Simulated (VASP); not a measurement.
The system is Ga.

```
CELL_PARAMETERS angstrom
0.00000 2.16012 2.16012
2.16012 0.00000 2.16012
2.16012 2.16012 0.00000
ATOMIC_POSITIONS crystal
Ga 0.00000 0.00000 0.00000
```

| Quantity | Value |
| --- | --- |
| Program | VASP 6.6.1 |
| Task | relaxation of cell and atoms |
| Functional | PBE |
| Potentials or basis | VASP PAW PBE potentials, release 64 (Ga_d) |
| Cutoff | 600 eV |
| k mesh | 16 × 16 × 16 |
| Occupations | gaussian, width 0.1 eV |
| Spin | no spin polarisation |

At the start: pressure -2.5 GPa; volume 20.16 Å³/atom.

**Question.** How do energy, volume and symmetry change on relaxing?

**Answer.** Over 4 steps the energy falls by 10.1 meV/atom and the volume is 18.94 Å³/atom (-6.1 %); space group Fm-3m (No. 225, to 0.05 Å).

The path:
```csv
step,energy change (eV),largest force (eV/Å),pressure (GPa),volume (Å³)
1,0.0000,0.0000,-2.53,20.16
2,-0.0095,0.0000,-0.77,19.25
3,-0.0101,0.0000,0.16,18.88
4,-0.0101,0.0000,-0.05,18.94
```

Final structure:
```yaml
crystal:
  lattice:
    - [0.00000, 2.11564, 2.11564]
    - [2.11564, 0.00000, 2.11564]
    - [2.11564, 2.11564, 0.00000]
  atoms:
    - { symbol: Ga, position: [0.00000, 0.00000, 0.00000] }
```
